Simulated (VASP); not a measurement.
# GaAs (I-4m2) in VASP: notebook, part 2 of 2

VASP 6.6.1.

### 3 Single point, PBE (z stretched by -1 %, then relaxed in part)

Input file INCAR:

```
PREC     = Accurate       # precision mode
ENCUT    = 520            # plane-wave cutoff, eV
EDIFF    = 1E-7           # SCF threshold, eV
ISMEAR   = -1             # smearing method
SIGMA    = 0.02           # smearing width, eV
LREAL    = F              # projectors in reciprocal space
LASPH    = T              # aspherical terms in the spheres
NELM     = 60             # most SCF steps
ALGO     = Normal         # electronic algorithm
ISIF     = 2              # what is computed and relaxed
LWAVE    = F              # write WAVECAR
LCHARG   = T              # write CHGCAR
GGA      = PE             # functional
LELF     = T              # ELF
LVHAR    = T            
NBANDS   = 16             # bands
```

Input file KPOINTS:

```
Automatic mesh
0
Gamma
  13 13 13
```

Input file POSCAR:

```
GaAs
1.0
    0.0000000000      2.8268500000      2.7985815000
    2.8268500000      0.0000000000      2.7985815000
    2.8268500000      2.8268500000      0.0000000000
Ga As
1 1
Direct
    0.0000000000      0.0000000000      0.0000000000
    0.2500000000      0.2500000000      0.2500000000
```

Potentials or basis: VASP PAW PBE potentials, release 64 (Ga_d, As).

Launch:

```bash
> cat potpaw_PBE.64/Ga_d/POTCAR potpaw_PBE.64/As/POTCAR > POTCAR
> mpirun -np 1 vasp_std > vasp.out
```

OUTCAR:

```text
PREC = Accurate
   ENCUT = 520
   EDIFF = 1E-7
   ISMEAR = -1
   LREAL = F
   LASPH = T
   NELM = 60
   ISIF = 2
   GGA = PE

 ion  position               nearest neighbor table
   1  0.000  0.000  0.000-   2 2.44   2 2.44   2 2.44   2 2.44
   2  0.250  0.250  0.250-   1 2.44   1 2.44   1 2.44   1 2.44

  LATTYP: Found a body centered tetragonal cell.
 ALAT       =     3.9977696088
 C/A-ratio  =     1.4000714267

  Lattice vectors:

 A1 = (   0.0000000000,  -2.8268500000,  -2.7985815000)
 A2 = (   0.0000000000,   2.8268500000,  -2.7985815000)
 A3 = (   2.8268500000,   0.0000000000,   2.7985815000)

Analysis of symmetry for initial positions (statically):
=====================================================================
 Subroutine PRICEL returns:
 Original cell was already a primitive cell.

 Routine SETGRP: Setting up the symmetry group for a
 body centered tetragonal supercell.

 Subroutine GETGRP returns: Found  8 space group operations
 (whereof  8 operations were pure point group operations)
 out of a pool of 16 trial point group operations.

The static configuration has the point symmetry D_2d.

Analysis of symmetry for dynamics (positions and initial velocities):
=====================================================================
 Subroutine PRICEL returns:
 Original cell was already a primitive cell.

 Routine SETGRP: Setting up the symmetry group for a
 body centered tetragonal supercell.

 Subroutine GETGRP returns: Found  8 space group operations
 (whereof  8 operations were pure point group operations)
 out of a pool of 16 trial point group operations.

The dynamic configuration has the point symmetry D_2d.

 Subroutine INISYM returns: Found  8 space group operations
 (whereof  8 operations are pure point group operations),
 and found     1 'primitive' translations

----------------------------------------------------------------------------------------

                                     Primitive cell

  volume of cell :      44.7274

  direct lattice vectors                    reciprocal lattice vectors
     0.000000000  2.826850000  2.798581500    -0.176875321  0.176875321  0.178661940
     2.826850000  0.000000000  2.798581500     0.176875321 -0.176875321  0.178661940
     2.826850000  2.826850000  0.000000000     0.176875321  0.176875321 -0.178661940

  length of vectors
     3.977830984  3.977830984  3.997769609     0.307392008  0.307392008  0.307392008

  position of ions in fractional coordinates (direct lattice)
     0.000000000  0.000000000  0.000000000
     0.250000000  0.250000000  0.250000000

  ion indices of the primitive-cell ions
   primitive index   ion index
                 1           1
                 2           2

----------------------------------------------------------------------------------------

 KPOINTS: Automatic mesh

Automatic generation of k-mesh.
 Grid dimensions read from file:
 generate k-points for:   13   13   13

 Generating k-lattice:

  Cartesian coordinates                     Fractional coordinates (reciprocal lattice)
    -0.013605794  0.013605794  0.013743226     0.076923077  0.000000000  0.000000000
     0.013605794 -0.013605794  0.013743226     0.000000000  0.076923077  0.000000000
     0.013605794  0.013605794 -0.013743226     0.000000000  0.000000000  0.076923077

  Length of vectors
     0.023645539  0.023645539  0.023645539

  Shift w.r.t. Gamma in fractional coordinates (k-lattice)
     0.000000000  0.000000000  0.000000000

 Subroutine IBZKPT returns following result:
 ===========================================

 Found    196 irreducible k-points:

 Following reciprocal coordinates:
            Coordinates               Weight
  0.000000  0.000000  0.000000      1.000000
  0.076923  0.000000  0.000000      8.000000
  0.153846 -0.000000  0.000000      8.000000
  0.230769  0.000000  0.000000      8.000000
  0.307692 -0.000000  0.000000      8.000000
  0.384615  0.000000  0.000000      8.000000
[... 16 lines left out ...]
  0.384615  0.153846  0.000000      8.000000
  0.461538  0.153846  0.000000      8.000000
 [... further k-points ...]
   k-points           NKPTS =    196   k-points in BZ     NKDIM =    196   number of bands    NBANDS=     16
   number of dos      NEDOS =    301   number of ions     NIONS =      2
   total plane-waves  NPLWV =  27000
   dimension x,y,z NGX =    30 NGY =   30 NGZ =   30
   dimension x,y,z NGXF=    60 NGYF=   60 NGZF=   60
   ions per type =               1   1
   NGX,Y,Z   is equivalent  to a cutoff of  12.54, 12.54, 12.48 a.u.
   NGXF,Y,Z  is equivalent  to a cutoff of  25.08, 25.08, 24.95 a.u.
 SYSTEM =  unknown system
   PREC   = accura    normal or accurate (medium, high low for compatibility)
   ISTART =      0    job   : 0-new  1-cont  2-samecut
   ICHARG =      2    charge: 1-file 2-atom 10-const
   ISPIN  =      1    spin polarized calculation?
   LNONCOLLINEAR =      F non collinear calculations
   LSORBIT =      F    spin-orbit coupling
   LASPH  =      T    aspherical Exc in radial PAW
   ENCUT  =  520.0 eV  38.22 Ry    6.18 a.u.   7.40  7.40  7.43*2*pi/ulx,y,z
   NELM   =     60;   NELMIN=  2; NELMDL= -5     # of ELM steps
   EDIFF  = 0.1E-06   stopping-criterion for ELM
   LREAL  =      F    real-space projection
   EDIFFG = 0.1E-05   stopping-criterion for IOM
   NSW    =      0    number of steps for IOM
   IBRION =     -1    ionic relax: 0-MD 1-quasi-New 2-CG
   NFREE  =      0    steps in history (QN), initial steepest desc. (CG)
   ISIF   =      2    stress and relaxation
   ISYM   =      2    0-nonsym 1-usesym 2-fastsym
   POTIM  = 0.5000    time-step for ionic-motion
   TEBEG  =    0.0;   TEEND  =   0.0 temperature during run
   PSTRESS=    0.0 pullay stress
   NELECT =      18.0000    total number of electrons
   NUPDOWN=      -1.0000    fix difference up-down
   EMIN   =  10.00;   EMAX   =-10.00  energy-range for DOS
   EFERMI =   0.00;   METHOD = LEGACY
   ISMEAR =    -1;   SIGMA  =   0.02  broadening in eV -4-tet -1-fermi 0-gaus
   EFERMI_NEDOS =   21; number of points for ismear=-14 and -15
   IALGO  =     38    algorithm
   IMIX   =      4    mixing-type and parameters
     AMIX     =   0.40;   BMIX     =  1.00
     AMIX_MAG =   1.60;   BMIX_MAG =  1.00
  volume/ion in A,a.u.               =      22.36       150.92
  Fermi-wavevector in a.u.,A,eV,Ry     =   1.208670  2.284056 19.876531  1.460884
  Thomas-Fermi vector in A             =   2.344271
   LORBIT       =      0    0 simple, 1 ext, 2 COOP (PROOUT), +10 PAW based schemes
   GGA     = PE    functional components
   LHFCALC =     F    Hartree Fock is set to
   AEXX    =    0.0000 exact exchange contribution
   IVDW    =     0    specifies the selected vdW correction
   LEPSILON=     F    determine dielectric tensor
   LRPA    =     F    only Hartree local field effects (RPA)
 non-spin polarized calculation
  energy-cutoff  :      520.00
  volume of cell :       44.73
 maximum number of plane-waves:      1243
 NGX is ok and might be reduce to    30
   NGX = 15   NGY = 15   NGZ = 15

 number of electron      18.0000003 magnetization

 Free energy of the ion-electron system (eV)
  ---------------------------------------------------
  ext. energy  EPLUGINS =         0.00000000
  ---------------------------------------------------
  free energy    TOTEN  =        -8.24044763 eV

  energy without entropy =       -8.24044763  energy(sigma->0) =       -8.24044763

 E-fermi :   4.3435     XC(G=0):  -9.6338

 val. band max:        4.0636867510   @ k =   0.0000   0.0000   0.0000
 cond. band min:       4.6218554957   @ k =   0.0000   0.0000   0.0000
 fundamental gap:      0.5581687446
 Fermi energy:         4.3434787187

 k-point     1 :       0.0000    0.0000    0.0000
  band No.  band energies     occupation
      1     -10.7991      2.00000
      2     -10.7991      2.00000
      3     -10.7966      2.00000
      4     -10.7174      2.00000
      5     -10.7157      2.00000
      6      -8.7724      2.00000
[... 8 lines left out ...]
     15      14.0764      0.00000
     16      14.2683      0.00000

 k-point     2 :       0.0769    0.0000    0.0000
  band No.  band energies     occupation
      1     -10.8041      2.00000
      2     -10.7976      2.00000
      3     -10.7958      2.00000
      4     -10.7175      2.00000
      5     -10.7158      2.00000
      6      -8.7015      2.00000
[... 8 lines left out ...]
     15      13.6071      0.00000
     16      13.7655      0.00000
[... 387 lines left out ...]
      5     -10.7094      2.00000
      6      -7.3839      2.00000
[... 8 lines left out ...]
     15      14.6695      0.00000
     16      15.3990      0.00000

 k-point    24 :       0.4615    0.1538    0.0000
  band No.  band energies     occupation
      1     -10.8823      2.00000
      2     -10.7747      2.00000
      3     -10.7719      2.00000
      4     -10.7223      2.00000
      5     -10.7095      2.00000
      6      -6.9944      2.00000
[... 8 lines left out ...]
     15      15.5217      0.00000
     16      16.2600      0.00000

 [... further k-points ...]
[... 5 lines left out ...]
  --------------------------------------------------------------------------------------
  -------------------------------------------------------------------------------------
  Total        1.1395742      1.1395742      1.3008230      0.0000000      0.0000000      0.0000000
  in kB       40.8206295     40.8206295     46.5967144      0.0000000      0.0000000      0.0000000
  external PRESSURE =      42.7459911 kB  Pullay stress =       0.0000000 kB

 VOLUME and BASIS-vectors are now :
 -----------------------------------------------------------------------------
  energy-cutoff  :      520.00
  volume of cell :       44.73
      direct lattice vectors                 reciprocal lattice vectors
     0.000000000  2.826850000  2.798581500    -0.176875321  0.176875321  0.178661940
     2.826850000  0.000000000  2.798581500     0.176875321 -0.176875321  0.178661940
     2.826850000  2.826850000  0.000000000     0.176875321  0.176875321 -0.178661940

 POSITION                                       TOTAL-FORCE (eV/Angst)
 -----------------------------------------------------------------------------------
      0.00000      0.00000      0.00000         0.000000      0.000000      0.000000
      1.41342      1.41342      1.39929        -0.000000     -0.000000     -0.000000
 -----------------------------------------------------------------------------------
    total drift:                                0.000002      0.000002      0.000001

  FREE ENERGIE OF THE ION-ELECTRON SYSTEM (eV)
  ---------------------------------------------------
  free  energy   TOTEN  =        -8.2404476295 eV

  energy  without entropy=       -8.2404476290  energy(sigma->0) =       -8.24044763
```

Wall time 6 min (1 thread of AMD EPYC 7R13, shared host); peak memory 0.25 GiB.

What came out:

- Free energy: -8.2404 eV
- Pressure: 4.3 GPa
- Band gap on the k mesh: 0.56 eV, direct

Caveat: the cell differs from its parent crystal (z stretched by -1 %, then relaxed in part).

### 4 Single point, PBE (z stretched by +1 %, then relaxed in part)

Input file INCAR:

```
PREC = Accurate
ENCUT = 520
EDIFF = 1E-6
ISMEAR = -1
SIGMA = 0.02
LREAL = F
LASPH = T
NELM = 60
ALGO = Normal
ISIF = 2
LWAVE = F
LCHARG = F
GGA = PE
NBANDS = 16
```

Input file KPOINTS:

```
regular mesh
0
Gamma
  13 13 13
```

Input file POSCAR:

```
GaAs
1.0
    0.0000000000      2.8268500000      2.8551185000
    2.8268500000      0.0000000000      2.8551185000
    2.8268500000      2.8268500000      0.0000000000
Ga As
1 1
Direct
    0.0000000000      0.0000000000      0.0000000000
    0.2500000000      0.2500000000      0.2500000000
```

Launch:

```bash
> cat potpaw_PBE.64/Ga_d/POTCAR potpaw_PBE.64/As/POTCAR > POTCAR
> mpirun -np 1 vasp_std > vasp.out
```

Wall time 5.4 min (1 thread of AMD EPYC 7R13, shared host); peak memory 0.25 GiB.

Results (log left out):

- Free energy: -8.2602 eV
- Pressure: 2.7 GPa
- Band gap on the k mesh: 0.43 eV, direct

Stress tensor (GPa, compression positive):
```
2.93 0.00 0.00
0.00 2.93 0.00
0.00 0.00 2.33
```

Levels at points of the mesh, in eV from the valence-band top:
| k point | band 7 | band 8 | band 9 | band 10 | band 11 | band 12 |
| --- | --- | --- | --- | --- | --- | --- |
| (0.00, 0.00, 0.00) | -0.06 | 0.00 | 0.00 | 0.43 | 3.70 | 3.70 |

Caveat: the cell differs from its parent crystal (z stretched by +1 %, then relaxed in part).

### 5 Single point, PBE (z stretched by +2 %, then relaxed in part)

Input file INCAR:

```
SYSTEM = GaAs
PREC = Accurate
ENCUT = 520
EDIFF = 1E-6
ISMEAR = -1
SIGMA = 0.02
LREAL = .FALSE.
LASPH = .TRUE.
NELM = 100
ALGO = Normal
ISIF = 2
LWAVE = .FALSE.
LCHARG = .FALSE.
GGA = PE
NBANDS = 16
```

Input file KPOINTS:

```
regular mesh
0
G
  13 13 13
  0 0 0
```

Input file POSCAR:

```
GaAs
1.0
    0.0000000000      2.8268500000      2.8833870000
    2.8268500000      0.0000000000      2.8833870000
    2.8268500000      2.8268500000      0.0000000000
Ga As
1 1
Direct
    0.0000000000      0.0000000000      0.0000000000
    0.2500000000      0.2500000000      0.2500000000
```

Launch:

```bash
> cat potpaw_PBE.64/Ga_d/POTCAR potpaw_PBE.64/As/POTCAR > POTCAR
> mpirun -np 1 vasp_std > vasp.out
```

Wall time 4.6 min (1 thread of AMD EPYC 7R13, shared host); peak memory 0.26 GiB.

The run converged. Its results:

- Free energy: -8.2652 eV
- Pressure: 2.0 GPa
- Band gap on the k mesh: 0.33 eV, direct

Stress tensor (GPa, compression positive):
```
2.42 0.00 0.00
0.00 2.42 0.00
0.00 0.00 1.22
```

Levels at points of the mesh, in eV from the valence-band top:
| k point | band 5 | band 6 | band 7 | band 8 | band 9 | band 10 | band 11 | band 12 | band 13 | band 14 |
| --- | --- | --- | --- | --- | --- | --- | --- | --- | --- | --- |
| (0.00, 0.00, 0.00) | -14.73 | -12.62 | -0.12 | 0.00 | 0.00 | 0.33 | 3.67 | 3.67 | 3.72 | 7.49 |

Caveat: the cell differs from its parent crystal (z stretched by +2 %, then relaxed in part).

### 6 Single point, PBE (z stretched by +3 %, then relaxed in part)

Input file INCAR:

```
  PREC = Accurate
  ENCUT = 520
  EDIFF = 1E-6
  ISMEAR = -1
  SIGMA = 0.02
  LREAL = F
  LASPH = T
  NELM = 80
  ALGO = Normal
  ISIF = 2
  LWAVE = F
  LCHARG = F
  GGA = PE
  NBANDS = 16
```

Input file KPOINTS:

```
regular mesh
0
Gamma
  13 13 13
```

Input file POSCAR:

```
GaAs
1.0
    0.0000000000      2.8268500000      2.9116555000
    2.8268500000      0.0000000000      2.9116555000
    2.8268500000      2.8268500000      0.0000000000
Ga As
1 1
Direct
    0.0000000000      0.0000000000      0.0000000000
    0.2500000000      0.2500000000      0.2500000000
```

Potentials or basis: VASP PAW PBE potentials, release 64 (Ga_d, As).

Launch:

```bash
> cat potpaw_PBE.64/Ga_d/POTCAR potpaw_PBE.64/As/POTCAR > POTCAR
> mpirun -np 1 vasp_std > vasp.out
```

Wall time 4.2 min (1 thread of AMD EPYC 7R13, shared host); peak memory 0.26 GiB.

It converged, with:

```
Free energy            : -8.2672 eV
Pressure               : 1.3 GPa
Band gap on the k mesh : 0.24 eV, direct
```

Stress tensor (GPa, compression positive):
```
1.95 0.00 0.00
0.00 1.95 0.00
0.00 0.00 0.14
```

Levels at points of the mesh, in eV from the valence-band top:
| k point | band 7 | band 8 | band 9 | band 10 | band 11 | band 12 |
| --- | --- | --- | --- | --- | --- | --- |
| (0.00, 0.00, 0.00) | -0.17 | 0.00 | 0.00 | 0.24 | 3.64 | 3.64 |

Caveat: the cell differs from its parent crystal (z stretched by +3 %, then relaxed in part).

### 7 Overview

| cell | gap on the mesh (eV) | pressure (GPa) |
| --- | --- | --- |
| a = 3.958, b = 3.958, c = 3.998 Å, angles 59.7, 59.7, 60.7°, 2 atoms | 0.60 | 5.1 |
| a = 3.978, b = 3.978, c = 3.998 Å, angles 59.8, 59.8, 60.3°, 2 atoms | 0.56 | 4.3 |
| a = 4.018, b = 4.018, c = 3.998 Å, angles 60.2, 60.2, 59.7°, 2 atoms | 0.43 | 2.7 |
| a = 4.038, b = 4.038, c = 3.998 Å, angles 60.3, 60.3, 59.3°, 2 atoms | 0.33 | 2.0 |
| a = 4.058, b = 4.058, c = 3.998 Å, angles 60.5, 60.5, 59.0°, 2 atoms | 0.24 | 1.3 |

Alike in all rows: task single point; level PBE; potentials or basis VASP PAW PBE potentials, release 64 (Ga_d, As); no spin polarisation; k mesh 13 × 13 × 13; cutoff (eV) 520; smearing fermi-dirac 0.02 eV.

Absolute energies hang on the potentials; compare differences alone.
